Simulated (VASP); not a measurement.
A run of VASP 6.6.1 is set up as follows.

INCAR

```
  ALGO = Normal
  EDIFF = 1E-6
  EDIFFG = -0.01
  ENCUT = 600
  GGA = PE
  IBRION = 2
  ISIF = 4
  ISMEAR = 0
  LASPH = True
  LCHARG = False
  LREAL = False
  LWAVE = False
  NELM = 100
  NSW = 50
  PREC = Accurate
  SIGMA = 0.02
```

File KPOINTS:

```
k-points
0
Gamma
  12 12 4
```

Contents of POSCAR:

```
Be2ZnSe3
1.0
    3.6251009446      0.0000000275      0.0000000000
   -1.8125504961      3.1394294955      0.0000000000
    0.0000000000      0.0000000000      8.9844292647
Be Zn Se
2 1 3
Direct
    0.0000000000      0.0000000000      0.0098606221
    0.6666666667      0.3333333333      0.3244750426
    0.3333333333      0.6666666667      0.6605305457
    0.0000000000      0.0000000000      0.7719045863
    0.3333333333      0.6666666667      0.3986544701
    0.6666666667      0.3333333333      0.0845747331
```

Potentials or basis: VASP PAW PBE potentials, release 64 (Be, Zn, Se).

Run with:

```sh
$ cat potpaw_PBE.64/Be/POTCAR potpaw_PBE.64/Zn/POTCAR potpaw_PBE.64/Se/POTCAR > POTCAR
$ mpirun -np 1 vasp_std > vasp.out
```

Question: Predict the band gap on the k mesh.

Answer: 1.87 eV (least direct gap 3.04 eV).

Step by step:
```tsv
step	energy change (eV)	largest force (eV/Å)	pressure (GPa)	volume (Å³)
1	0.0000	0.1085	11.54	102.25
2	-0.0009	0.0363	11.49	102.25
3	-0.0010	0.0451	11.47	102.25
4	-0.0012	0.0209	11.45	102.25
5	-0.0012	0.0082	11.45	102.25
```

A k mesh can miss the band edges.
